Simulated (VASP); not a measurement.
# BaTiO3 (Cm) in VASP: notebook, part 2 of 2

VASP 6.6.1. Earlier steps stand in the parts before.

**3. Electric field gradients, PBEsol (equal xy, yz and zx shear strains of -3 %)**

INCAR

```
PREC     = Accurate       # precision mode
ENCUT    = 520            # plane-wave cutoff, eV
EDIFF    = 1E-8           # SCF threshold, eV
ISMEAR   = -1             # smearing method
SIGMA    = 0.08           # smearing width, eV
LREAL    = False          # projectors in reciprocal space
LASPH    = True           # aspherical terms in the spheres
NELM     = 100            # most SCF steps
ALGO     = Normal         # electronic algorithm
ISIF     = 2              # what is computed and relaxed
LWAVE    = False          # write WAVECAR
LCHARG   = False          # write CHGCAR
GGA      = PS             # functional
LEFG     = True         
NBANDS   = 28             # bands
```

KPOINTS

```
Automatic mesh
0
Gamma
  7 7 7
```

POSCAR

```
BaTiO3
1.0
    3.9998000000     -0.0599970000     -0.0599970000
   -0.0599970000      3.9998000000     -0.0599970000
   -0.0602700000     -0.0602700000      4.0180000000
Ba Ti O
1 1 3
Direct
    0.0000000000      0.0000000000      0.0000000000
    0.5000000000      0.5000000000      0.4820000000
    0.5000000000      0.5000000000      0.0160000000
    0.5000000000      0.0000000000      0.5150000000
    0.0000000000      0.5000000000      0.5150000000
```

Potentials or basis: VASP PAW PBE potentials, release 64 (Ba_sv, Ti_sv, O).

Run with:

```sh
> cat potpaw_PBE.64/Ba_sv/POTCAR potpaw_PBE.64/Ti_sv/POTCAR potpaw_PBE.64/O/POTCAR > POTCAR
> mpirun -np 1 vasp_std > vasp.out
```

OUTCAR:

```text
PREC = Accurate
   ENCUT = 520
   EDIFF = 1E-8
   ISMEAR = -1
   LREAL = False
   LASPH = True
   NELM = 100
   ISIF = 2
   GGA = PS

 ion  position               nearest neighbor table
   1  0.000  0.000  0.000-   5 2.75   4 2.75   3 2.78   3 2.79   5 2.83   4 2.83   4 2.84   5 2.84
                             3 2.87   3 2.87   4 2.92   5 2.92   2 3.33   2 3.41   2 3.46   2 3.46
   2  0.500  0.500  0.482-   3 1.87   4 2.00   5 2.00   4 2.01   5 2.01   3 2.15   1 3.33   1 3.41
                             1 3.46   1 3.46   1 3.46   1 3.55   1 3.55   1 3.55
   3  0.500  0.500  0.016-   2 1.87   2 2.15   1 2.78   1 2.79   1 2.87   1 2.87
   4  0.500  0.000  0.515-   2 2.00   2 2.01   1 2.75   1 2.83   1 2.84   1 2.92
   5  0.000  0.500  0.515-   2 2.00   2 2.01   1 2.75   1 2.83   1 2.84   1 2.92

  LATTYP: Found a base centered monoclinic cell.
 ALAT       =     5.5730147961
 B/A-ratio  =     1.0302179678
 C/A-ratio  =     1.2076462749
 COS(beta)  =    -0.8025412022

  Lattice vectors:

 A1 = (  -3.9998000000,   0.0599970000,   0.0599970000)
 A2 = (   0.0599970000,  -3.9998000000,   0.0599970000)
 A3 = (   3.8795330000,   3.8795330000,   3.8980060000)

Analysis of symmetry for initial positions (statically):
=====================================================================
 Subroutine PRICEL returns:
 Original cell was already a primitive cell.

 Routine SETGRP: Setting up the symmetry group for a
 base centered monoclinic supercell.

 Subroutine GETGRP returns: Found  2 space group operations
 (whereof  2 operations were pure point group operations)
[... 927 lines left out ...]
  --------------------------------------------------------------------------------------
  -------------------------------------------------------------------------------------
  Total       -0.8203479     -0.8203479     -0.1897283      1.5100653      1.4559684      1.4559682
  in kB      -20.4606003    -20.4606003     -4.7320837     37.6630950     36.3138433     36.3138386
  external PRESSURE =     -15.2177614 kB  Pullay stress =       0.0000000 kB

 VOLUME and BASIS-vectors are now :
 -----------------------------------------------------------------------------
  energy-cutoff  :      520.00
  volume of cell :       64.24
      direct lattice vectors                 reciprocal lattice vectors
     3.999800000 -0.059997000 -0.059997000     0.250126772  0.003809037  0.003809037
    -0.059997000  3.999800000 -0.059997000     0.003809037  0.250126772  0.003809037
    -0.060270000 -0.060270000  4.018000000     0.003791784  0.003791784  0.248993793

 POSITION                                       TOTAL-FORCE (eV/Angst)
 -----------------------------------------------------------------------------------
      0.00000      0.00000      0.00000        -0.002925     -0.002925     -0.081227
      1.94085      1.94085      1.87668         0.069358      0.069358      0.035457
      1.96894      1.96894      0.00429        -0.033136     -0.033136      0.371145
      1.96886     -0.06104      2.03927        -0.028463     -0.004833     -0.162688
     -0.06104      1.96886      2.03927        -0.004833     -0.028463     -0.162688
 -----------------------------------------------------------------------------------
    total drift:                                0.000128      0.000128     -0.000431

  FREE ENERGIE OF THE ION-ELECTRON SYSTEM (eV)
  ---------------------------------------------------
  free  energy   TOTEN  =       -41.9212437395 eV

  energy  without entropy=      -41.9212418670  energy(sigma->0) =      -41.92124280

 Electric field gradients (V/A^2)
---------------------------------------------------------------------
 ion       V_xx      V_yy      V_zz      V_xy      V_xz      V_yz
---------------------------------------------------------------------
   1       2.200     2.200    -4.400   -17.398   -17.560   -17.560
   2       1.129     1.129    -2.258     5.439     5.611     5.611
   3      -7.163    -7.163    14.326     0.237    -3.400    -3.400
   4     -12.237    25.528   -13.291    -3.991     0.262    -3.830
   5      25.528   -12.237   -13.291    -3.991    -3.830     0.262
---------------------------------------------------------------------

 Electric field gradients after diagonalization (V/A^2)
 (convention: |V_zz| > |V_xx| > |V_yy|)
----------------------------------------------------------------------
 ion       V_xx      V_yy      V_zz     asymmetry (V_yy - V_xx)/ V_zz
----------------------------------------------------------------------
   1      19.598    15.615   -35.212       0.113
   2      -6.925    -4.310    11.235       0.233
   3      -7.963    -7.400    15.363       0.037
   4     -13.681   -12.636    26.317       0.040
   5     -13.681   -12.636    26.317       0.040
----------------------------------------------------------------------

           NMR quadrupolar parameters

 Cq : quadrupolar parameter    Cq=e*Q*V_zz/h
 eta: asymmetry parameters     (V_yy - V_xx)/ V_zz
 Q  : nuclear electric quadrupole moment in mb (millibarn)
----------------------------------------------------------------------
 ion       Cq(MHz)       eta       Q (mb)
----------------------------------------------------------------------
   1      -0.085       0.113       1.000
   2       0.027       0.233       1.000
   3       0.037       0.037       1.000
   4       0.064       0.040       1.000
   5       0.064       0.040       1.000
----------------------------------------------------------------------
```

Wall time 2 min (1 thread of AMD EPYC 9R45 (Zen 5), shared host); peak memory 0.27 GiB.

Results:

```yaml
Free_energy: -41.9212 eV
Pressure: -1.5 GPa
Largest_force: 0.374 eV/Å
Band_gap_on_the_k_mesh: 1.76 eV (least direct gap 1.87 eV)
Largest_electric_field_gradient_by_atom: Ba -35.2; Ti +11.2; O +15.4, +26.3 (each value once) V/Å²
```

Forces in eV/Å, atoms in the order of the input:
```
Ba  -0.003 -0.003 -0.081
Ti   0.069  0.069  0.035
O   -0.033 -0.033  0.371
O   -0.028 -0.005 -0.163
O   -0.005 -0.028 -0.163
```

Electric field gradients, principal values (V/Å²):
| atom | least | middle | greatest (by size) |
| --- | --- | --- | --- |
| 1 Ba | 15.615 | 19.598 | -35.212 |
| 2 Ti | -4.310 | -6.925 | 11.235 |
| 3 O | -7.400 | -7.963 | 15.363 |
| 4 O | -12.636 | -13.681 | 26.317 |
| 5 O | -12.636 | -13.681 | 26.317 |

Caveat: the cell differs from its parent crystal (equal xy, yz and zx shear strains of -3 %); without QUAD_EFG the Cq values of the log hold for a quadrupole moment of 1 mb, not for the nuclei; the PAW data sets were made with another functional, which shifts forces and pressure a little; spin-orbit coupling is left out, which moves the levels of the heavy elements; an odd mesh through Γ misses points on the zone boundary, where band edges can lie.

**4. Electric field gradients, PBEsol (equal xy, yz and zx shear strains of -3 %)**

INCAR

```
SYSTEM = BaTiO3
PREC = Accurate
ENCUT = 520
EDIFF = 1E-8
ISMEAR = -1
SIGMA = 0.08
LREAL = .False.
LASPH = .True.
NELM = 100
ALGO = Normal
ISIF = 2
LWAVE = .False.
LCHARG = .False.
GGA = PS
LEFG = .True.
NBANDS = 28
```

KPOINTS

```
regular mesh
0
Gamma
  7 7 7
  0 0 0
```

POSCAR is that of step 3.

Potentials or basis: VASP PAW PBE potentials, release 64 (Ba_sv, Ti_sv, O).

Run with:

```sh
> cat potpaw_PBE.64/Ba_sv/POTCAR potpaw_PBE.64/Ti_sv/POTCAR potpaw_PBE.64/O/POTCAR > POTCAR
> mpirun -np 1 vasp_std > vasp.out
```

OUTCAR:

```text
SYSTEM = BaTiO3
   PREC = Accurate
   ENCUT = 520
   EDIFF = 1E-8
   ISMEAR = -1
   LREAL = .False.
   LASPH = .True.
   NELM = 100
   ISIF = 2
   GGA = PS

 ion  position               nearest neighbor table
   1  0.000  0.000  0.000-   5 2.75   4 2.75   3 2.78   3 2.79   5 2.83   4 2.83   4 2.84   5 2.84
                             3 2.87   3 2.87   4 2.92   5 2.92   2 3.33   2 3.41   2 3.46   2 3.46
   2  0.500  0.500  0.482-   3 1.87   4 2.00   5 2.00   4 2.01   5 2.01   3 2.15   1 3.33   1 3.41
                             1 3.46   1 3.46   1 3.46   1 3.55   1 3.55   1 3.55
   3  0.500  0.500  0.016-   2 1.87   2 2.15   1 2.78   1 2.79   1 2.87   1 2.87
   4  0.500  0.000  0.515-   2 2.00   2 2.01   1 2.75   1 2.83   1 2.84   1 2.92
   5  0.000  0.500  0.515-   2 2.00   2 2.01   1 2.75   1 2.83   1 2.84   1 2.92

  LATTYP: Found a base centered monoclinic cell.
 ALAT       =     5.5730147961
 B/A-ratio  =     1.0302179678
 C/A-ratio  =     1.2076462749
 COS(beta)  =    -0.8025412022

  Lattice vectors:

 A1 = (  -3.9998000000,   0.0599970000,   0.0599970000)
 A2 = (   0.0599970000,  -3.9998000000,   0.0599970000)
 A3 = (   3.8795330000,   3.8795330000,   3.8980060000)

Analysis of symmetry for initial positions (statically):
=====================================================================
 Subroutine PRICEL returns:
 Original cell was already a primitive cell.

 Routine SETGRP: Setting up the symmetry group for a
 base centered monoclinic supercell.

 Subroutine GETGRP returns: Found  2 space group operations
 (whereof  2 operations were pure point group operations)
 out of a pool of  4 trial point group operations.

The static configuration has the point symmetry C_1h.

Analysis of symmetry for dynamics (positions and initial velocities):
[... 923 lines left out ...]
  -------------------------------------------------------------------------------------
  Total       -0.8203479     -0.8203479     -0.1897283      1.5100653      1.4559684      1.4559682
  in kB      -20.4606003    -20.4606003     -4.7320837     37.6630950     36.3138433     36.3138386
  external PRESSURE =     -15.2177614 kB  Pullay stress =       0.0000000 kB

 VOLUME and BASIS-vectors are now :
 -----------------------------------------------------------------------------
  energy-cutoff  :      520.00
  volume of cell :       64.24
      direct lattice vectors                 reciprocal lattice vectors
     3.999800000 -0.059997000 -0.059997000     0.250126772  0.003809037  0.003809037
    -0.059997000  3.999800000 -0.059997000     0.003809037  0.250126772  0.003809037
    -0.060270000 -0.060270000  4.018000000     0.003791784  0.003791784  0.248993793

 POSITION                                       TOTAL-FORCE (eV/Angst)
 -----------------------------------------------------------------------------------
      0.00000      0.00000      0.00000        -0.002925     -0.002925     -0.081227
      1.94085      1.94085      1.87668         0.069358      0.069358      0.035457
      1.96894      1.96894      0.00429        -0.033136     -0.033136      0.371145
      1.96886     -0.06104      2.03927        -0.028463     -0.004833     -0.162688
     -0.06104      1.96886      2.03927        -0.004833     -0.028463     -0.162688
 -----------------------------------------------------------------------------------
    total drift:                                0.000128      0.000128     -0.000431

  FREE ENERGIE OF THE ION-ELECTRON SYSTEM (eV)
  ---------------------------------------------------
  free  energy   TOTEN  =       -41.9212437395 eV

  energy  without entropy=      -41.9212418670  energy(sigma->0) =      -41.92124280

 Electric field gradients (V/A^2)
---------------------------------------------------------------------
 ion       V_xx      V_yy      V_zz      V_xy      V_xz      V_yz
---------------------------------------------------------------------
   1       2.200     2.200    -4.400   -17.398   -17.560   -17.560
   2       1.129     1.129    -2.258     5.439     5.611     5.611
   3      -7.163    -7.163    14.326     0.237    -3.400    -3.400
   4     -12.237    25.528   -13.291    -3.991     0.262    -3.830
   5      25.528   -12.237   -13.291    -3.991    -3.830     0.262
---------------------------------------------------------------------

 Electric field gradients after diagonalization (V/A^2)
 (convention: |V_zz| > |V_xx| > |V_yy|)
----------------------------------------------------------------------
 ion       V_xx      V_yy      V_zz     asymmetry (V_yy - V_xx)/ V_zz
----------------------------------------------------------------------
   1      19.598    15.615   -35.212       0.113
   2      -6.925    -4.310    11.235       0.233
   3      -7.963    -7.400    15.363       0.037
   4     -13.681   -12.636    26.317       0.040
   5     -13.681   -12.636    26.317       0.040
----------------------------------------------------------------------

           NMR quadrupolar parameters

 Cq : quadrupolar parameter    Cq=e*Q*V_zz/h
 eta: asymmetry parameters     (V_yy - V_xx)/ V_zz
 Q  : nuclear electric quadrupole moment in mb (millibarn)
----------------------------------------------------------------------
 ion       Cq(MHz)       eta       Q (mb)
----------------------------------------------------------------------
   1      -0.085       0.113       1.000
   2       0.027       0.233       1.000
   3       0.037       0.037       1.000
   4       0.064       0.040       1.000
   5       0.064       0.040       1.000
----------------------------------------------------------------------
```

OSZICAR:

```text
N       E                     dE             d eps       ncg     rms          rms(c)
DAV:   1     0.434196029583E+03    0.43420E+03   -0.20868E+04  5600   0.155E+03
DAV:   2    -0.526409684591E+01   -0.43946E+03   -0.41780E+03  6408   0.429E+02
DAV:   3    -0.499931608329E+02   -0.44729E+02   -0.44240E+02  7752   0.134E+02
DAV:   4    -0.520841723955E+02   -0.20910E+01   -0.20866E+01  8492   0.251E+01
DAV:   5    -0.521437184365E+02   -0.59546E-01   -0.59535E-01  7520   0.330E+00    0.228E+01
DAV:   6    -0.421799354905E+02    0.99638E+01   -0.52958E+01  8300   0.658E+01    0.993E+00
DAV:   7    -0.421016019202E+02    0.78334E-01   -0.96363E+00  7616   0.224E+01    0.688E+00
DAV:   8    -0.419152389605E+02    0.18636E+00   -0.80060E-01  6832   0.838E+00    0.291E+00
DAV:   9    -0.419440202765E+02   -0.28781E-01   -0.23941E-01  7772   0.344E+00    0.138E+00
DAV:  10    -0.419221680559E+02    0.21852E-01   -0.12644E-01  6560   0.376E+00    0.340E-01
DAV:  11    -0.419213466226E+02    0.82143E-03   -0.62000E-03  7332   0.617E-01    0.702E-02
DAV:  12    -0.419212912975E+02    0.55325E-04   -0.31076E-04  6936   0.128E-01    0.469E-02
DAV:  13    -0.419212453694E+02    0.45928E-04   -0.32666E-04  6932   0.186E-01    0.217E-02
DAV:  14    -0.419212449279E+02    0.44151E-06   -0.47661E-05  6892   0.559E-02    0.893E-03
DAV:  15    -0.419212443626E+02    0.56533E-06   -0.99142E-06  8320   0.273E-02    0.795E-03
DAV:  16    -0.419212442584E+02    0.10417E-06   -0.53624E-06  7632   0.225E-02    0.613E-03
DAV:  17    -0.419212437468E+02    0.51156E-06   -0.23146E-06  7488   0.153E-02    0.971E-04
DAV:  18    -0.419212437395E+02    0.73328E-08   -0.62537E-08  6352   0.195E-03
   1 F= -.41921244E+02 E0= -.41921243E+02  d E =-.187247E-05
```

It took 1.8 min on 1 thread of AMD EPYC 9R45 (Zen 5), shared host; peak memory 0.27 GiB.

What came out:

```yaml
Free_energy: -41.9212 eV
Pressure: -1.5 GPa
Largest_force: 0.374 eV/Å
Band_gap_on_the_k_mesh: 1.76 eV (least direct gap 1.87 eV)
Largest_electric_field_gradient_by_atom: Ba -35.2; Ti +11.2; O +15.4, +26.3 (each value once) V/Å²
```

Forces on the atoms (eV/Å):
```
Ba  -0.003 -0.003 -0.081
Ti   0.069  0.069  0.035
O   -0.033 -0.033  0.371
O   -0.028 -0.005 -0.163
O   -0.005 -0.028 -0.163
```

Stress tensor (GPa, compression positive):
```
-2.05  3.77  3.63
 3.77 -2.05  3.63
 3.63  3.63 -0.47
```

Levels at points of the mesh, in eV from the valence-band top:
```tsv
k point	band 17	band 18	band 19	band 20	band 21	band 22	band 23	band 24
(0.00, 0.00, 0.00)	-1.05	-0.35	-0.32	-0.11	1.76	2.06	2.14	4.08
```

Electric field gradients, principal values (V/Å²):
```tsv
atom	least	middle	greatest (by size)
1 Ba	15.615	19.598	-35.212
2 Ti	-4.310	-6.925	11.235
3 O	-7.400	-7.963	15.363
4 O	-12.636	-13.681	26.317
5 O	-12.636	-13.681	26.317
```

Caveat: the cell differs from its parent crystal (equal xy, yz and zx shear strains of -3 %); without QUAD_EFG the Cq values of the log hold for a quadrupole moment of 1 mb, not for the nuclei; the PAW data sets were made with another functional, which shifts forces and pressure a little; spin-orbit coupling is left out, which moves the levels of the heavy elements; an odd mesh through Γ misses points on the zone boundary, where band edges can lie.
